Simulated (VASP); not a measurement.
# WAu (F-43m) in VASP: settings compared

WAu is run at these levels: r2SCAN, PBEsol-based screened hybrid with 25 % exact exchange; tasks: single point, relaxation of cell and atoms.

All numbers are computed with VASP 6.6.1; they aren't measurements. Logs are shortened: lines on timing, memory, paths and dates and some standing lists are left out, and cuts for length are marked.

### Step 1. The cell of the first run

The structure is cubic, space group F-43m (No. 216). The conventional cell has a = 5.744 Å, b = 5.744 Å, c = 5.744 Å, α = 90.00°, β = 90.00°, γ = 90.00°. Within 3.3 Å of W (site symmetry -43m) lie 4 Au at 2.49 Å. Au (site symmetry -43m) has 4 W at 2.49 Å within 3.3 Å.

### Step 2. Single point, r2SCAN

POSCAR reads:

```
WAu
1.0
    0.0000000000      2.8718820025      2.8718820025
    2.8718820025      0.0000000000      2.8718820025
    2.8718820025      2.8718820025      0.0000000000
W Au
1 1
Direct
    0.0000000000      0.0000000000      0.0000000000
    0.7500000000      0.7500000000      0.7500000000
```

INCAR.step1 reads:

```
SYSTEM = WAu
PREC = Accurate
ENCUT = 590
ISMEAR = -1
SIGMA = 0.05
LREAL = .FALSE.
LASPH = .TRUE.
NELM = 120
NBANDS = 24
GGA = PE
ALGO = Normal
EDIFF = 1E-5
LWAVE = .TRUE.
LCHARG = .FALSE.
GGA_COMPAT = .FALSE.
```

INCAR.step2 reads:

```
SYSTEM = WAu
PREC = Accurate
ENCUT = 590
EDIFF = 1E-6
ISMEAR = -1
SIGMA = 0.05
LREAL = .FALSE.
LASPH = .TRUE.
NELM = 120
ALGO = Normal
ISIF = 2
LWAVE = .FALSE.
LCHARG = .FALSE.
METAGGA = R2SCAN
LMIXTAU = .TRUE.
NBANDS = 24
ISTART = 1
GGA_COMPAT = .FALSE.
```

KPOINTS reads:

```
regular mesh
0
G
  8 8 8
  0 0 0
```

Potentials or basis: VASP PAW PBE potentials, release 64 (W_sv, Au_sv_GW).

Launch:

```
> cat potpaw_PBE.64/W_sv/POTCAR potpaw_PBE.64/Au_sv_GW/POTCAR > POTCAR
> cp INCAR.step1 INCAR
> mpirun -np 1 vasp_std > vasp.out
> cp INCAR.step2 INCAR
> mpirun -np 1 vasp_std > vasp.out
```

OUTCAR:

```text
SYSTEM = WAu
   PREC = Accurate
   ENCUT = 590
   EDIFF = 1E-6
   ISMEAR = -1
   LREAL = .FALSE.
   LASPH = .TRUE.
   NELM = 120
   ISIF = 2
   METAGGA = R2SCAN
   ISTART = 1

 ion  position               nearest neighbor table
   1  0.000  0.000  0.000-   2 2.49   2 2.49   2 2.49   2 2.49
   2  0.750  0.750  0.750-   1 2.49   1 2.49   1 2.49   1 2.49

  LATTYP: Found a face centered cubic cell.
 ALAT       =     5.7437640050

  Lattice vectors:

 A1 = (   0.0000000000,   2.8718820025,   2.8718820025)
 A2 = (   2.8718820025,   0.0000000000,   2.8718820025)
 A3 = (   2.8718820025,   2.8718820025,   0.0000000000)

Analysis of symmetry for initial positions (statically):
=====================================================================
 Subroutine PRICEL returns:
 Original cell was already a primitive cell.

 Routine SETGRP: Setting up the symmetry group for a
 face centered cubic supercell.

 Subroutine GETGRP returns: Found 24 space group operations
 (whereof 24 operations were pure point group operations)
 out of a pool of 48 trial point group operations.

The static configuration has the point symmetry T_d .

Analysis of symmetry for dynamics (positions and initial velocities):
=====================================================================
 Subroutine PRICEL returns:
 Original cell was already a primitive cell.

 Routine SETGRP: Setting up the symmetry group for a
 face centered cubic supercell.

 Subroutine GETGRP returns: Found 24 space group operations
 (whereof 24 operations were pure point group operations)
 out of a pool of 48 trial point group operations.

The dynamic configuration has the point symmetry T_d .

 Subroutine INISYM returns: Found 24 space group operations
 (whereof 24 operations are pure point group operations),
 and found     1 'primitive' translations

----------------------------------------------------------------------------------------

                                     Primitive cell

  volume of cell :      47.3729

  direct lattice vectors                    reciprocal lattice vectors
     0.000000000  2.871882003  2.871882003    -0.174101861  0.174101861  0.174101861
[... 78 lines left out ...]
   ISTART =      1    job   : 0-new  1-cont  2-samecut
   ICHARG =      0    charge: 1-file 2-atom 10-const
   ISPIN  =      1    spin polarized calculation?
   LNONCOLLINEAR =      F non collinear calculations
   LSORBIT =      F    spin-orbit coupling
   LASPH  =      T    aspherical Exc in radial PAW
   ENCUT  =  590.0 eV  43.36 Ry    6.59 a.u.   8.04  8.04  8.04*2*pi/ulx,y,z
   NELM   =    120;   NELMIN=  2; NELMDL=  0     # of ELM steps
   EDIFF  = 0.1E-05   stopping-criterion for ELM
   LREAL  =      F    real-space projection
   EDIFFG = 0.1E-04   stopping-criterion for IOM
   NSW    =      0    number of steps for IOM
   IBRION =     -1    ionic relax: 0-MD 1-quasi-New 2-CG
   NFREE  =      0    steps in history (QN), initial steepest desc. (CG)
   ISIF   =      2    stress and relaxation
   ISYM   =      2    0-nonsym 1-usesym 2-fastsym
   POTIM  = 0.5000    time-step for ionic-motion
   TEBEG  =    0.0;   TEEND  =   0.0 temperature during run
   PSTRESS=    0.0 pullay stress
   NELECT =      33.0000    total number of electrons
   NUPDOWN=      -1.0000    fix difference up-down
   EMIN   =  10.00;   EMAX   =-10.00  energy-range for DOS
   EFERMI =   0.00;   METHOD = LEGACY
   ISMEAR =    -1;   SIGMA  =   0.05  broadening in eV -4-tet -1-fermi 0-gaus
   EFERMI_NEDOS =   21; number of points for ismear=-14 and -15
   IALGO  =     38    algorithm
   IMIX   =      4    mixing-type and parameters
     AMIX     =   0.40;   BMIX     =  1.00
     AMIX_MAG =   1.60;   BMIX_MAG =  1.00
  volume/ion in A,a.u.               =      23.69       159.84
  Fermi-wavevector in a.u.,A,eV,Ry     =   1.451230  2.742427 28.654798  2.106068
  Thomas-Fermi vector in A             =   2.568751
   LORBIT       =      0    0 simple, 1 ext, 2 COOP (PROOUT), +10 PAW based schemes
   METAGGA = R2SCAN    functional components
   LHFCALC =     F    Hartree Fock is set to
   AEXX    =    0.0000 exact exchange contribution
   IVDW    =     0    specifies the selected vdW correction
   LEPSILON=     F    determine dielectric tensor
   LRPA    =     F    only Hartree local field effects (RPA)
 non-spin polarized calculation
  energy-cutoff  :      590.00
  volume of cell :       47.37
 maximum number of plane-waves:      1572
   NGX = 17   NGY = 17   NGZ = 17

 number of electron      33.0000005 magnetization

 Free energy of the ion-electron system (eV)
  ---------------------------------------------------
  ext. energy  EPLUGINS =         0.00000000
  ---------------------------------------------------
  free energy    TOTEN  =       -97.17771790 eV

  energy without entropy =      -97.15943942  energy(sigma->0) =      -97.16857866

 E-fermi :   5.6686     XC(G=0): -11.8785

 val. band max:        5.6385510094   @ k =  -0.3750   0.2500   0.1250
 cond. band min:       5.7004198931   @ k =   0.3750   0.2500   0.0000
 fundamental gap:      0.0618688837
 Fermi energy:         5.6686442877

 k-point     1 :       0.0000    0.0000    0.0000
  band No.  band energies     occupation
      1    -104.0995      2.00000
      2     -70.5750      2.00000
      3     -54.7149      2.00000
      4     -54.7149      2.00000
      5     -54.7149      2.00000
      6     -34.1355      2.00000
[... 637 lines left out ...]
     23      16.1297      0.00000
     24      19.3307      0.00000

 [... further k-points ...]

------------------------ aborting loop because EDIFF is reached ----------------------------------------

  FORCE on cell =-STRESS in cart. coord.  units (eV):
  Direction    XX          YY          ZZ          XY          YZ          ZX
  --------------------------------------------------------------------------------------
  -------------------------------------------------------------------------------------
  Total        0.7076069      0.7076069      0.7076069      0.0000000     -0.0000000      0.0000000
  in kB       23.9316617     23.9316617     23.9316617      0.0000000     -0.0000000      0.0000000
  external PRESSURE =      23.9316617 kB  Pullay stress =       0.0000000 kB

 VOLUME and BASIS-vectors are now :
 -----------------------------------------------------------------------------
  energy-cutoff  :      590.00
  volume of cell :       47.37
      direct lattice vectors                 reciprocal lattice vectors
     0.000000000  2.871882003  2.871882003    -0.174101861  0.174101861  0.174101861
     2.871882003  0.000000000  2.871882003     0.174101861 -0.174101861  0.174101861
     2.871882003  2.871882003  0.000000000     0.174101861  0.174101861 -0.174101861

 POSITION                                       TOTAL-FORCE (eV/Angst)
 -----------------------------------------------------------------------------------
      0.00000      0.00000      0.00000        -0.000000     -0.000000     -0.000000
      4.30782      4.30782      4.30782         0.000000      0.000000      0.000000
 -----------------------------------------------------------------------------------
    total drift:                               -0.000000     -0.000000     -0.000000

  FREE ENERGIE OF THE ION-ELECTRON SYSTEM (eV)
  ---------------------------------------------------
  free  energy   TOTEN  =       -97.1777179005 eV

  energy  without entropy=      -97.1594394174  energy(sigma->0) =      -97.16857866
```

Wall time 2.1 min (1 thread of AMD EPYC 7R43 (Zen 3), shared host); peak memory 0.19 GiB.

What came out:

```
Free energy            : -97.1777 eV
Pressure               : 2.4 GPa
Band gap on the k mesh : zero (an odd number of electrons rules out a gap without spin polarisation)
```

Caveat: the PAW data sets were made with another functional, which shifts forces and pressure a little; spin-orbit coupling is left out, which moves the levels of the heavy elements.

(Part 1 of 2 ends here.)

The gap in the log of VASP goes by the Fermi energy; the results here count the filled bands.